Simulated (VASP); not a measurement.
Set up this calculation in VASP 6.6.1, as the native input.

```
Task                   : single point
Functional             : LDA
Potentials or basis    : VASP PAW LDA potentials, release 64 (Ni, Pt)
Cutoff                 : 520 eV
k mesh                 : 9 × 9 × 9
Occupations            : fermi-dirac, width 0.05 eV
Spin                   : collinear spin, ferromagnetic start
Starting moments       : [1.5, 1.5, 1.5, 0.6] μB
Dipole correction      : no
Further INCAR settings : ALGO = Normal; EDIFF = 1e-06; NBANDS = 32
```

The structure of Ni3Pt lies in POSCAR:

```
Ni3Pt
1.0
    3.7641083358      0.0000000000      0.0000000000
    0.0000000000      3.7641083358      0.0000000000
    0.0000000000      0.0000000000      3.7641083358
Ni Pt
3 1
Direct
    0.5000000000      0.0000000000      0.5000000000
    0.0000000000      0.5000000000      0.5000000000
    0.5000000000      0.5000000000      0.0000000000
    0.0000000000      0.0000000000      0.0000000000
```

This cell differs from its parent crystal: volume scaled by 1.12.

The input as run:

INCAR

```
SYSTEM = Ni3Pt
ALGO = Normal ; EDIFF = 1E-6
ENCUT = 520 ; GGA = CA
ISIF = 2 ; ISMEAR = -1
ISPIN = 2 ; LASPH = .TRUE.
LCHARG = .TRUE. ; LELF = .TRUE.
LMAXMIX = 4 ; LORBIT = 11
LREAL = .FALSE. ; LVHAR = .TRUE.
LWAVE = .FALSE. ; MAGMOM = 1.5 1.5 1.5 0.6
NBANDS = 32 ; NELM = 150
PREC = Accurate ; SIGMA = 0.05
```

KPOINTS

```
k-points
0
G
  9 9 9
  0 0 0
```

Potentials or basis: VASP PAW LDA potentials, release 64 (Ni, Pt).

Launch:

```console
$ cat potpaw_LDA.64/Ni/POTCAR potpaw_LDA.64/Pt/POTCAR > POTCAR
$ mpirun -np 1 vasp_std > vasp.out
```

It gave:

```yaml
Pressure: -28.2 GPa
Net_moment: 2.37 μB per cell
Site_moments: Ni +0.69; Pt +0.32 μB
Valence_electrons_inside_the_program's_atomic_spheres: Ni 9.11; Pt 9.23
```

Wall time 80 s on 1 thread of Intel(R) Xeon(R) Platinum 8259CL CPU @ 2.50GHz (Skylake/Cascade Lake), on a shared host, peak memory 0.21 GiB.
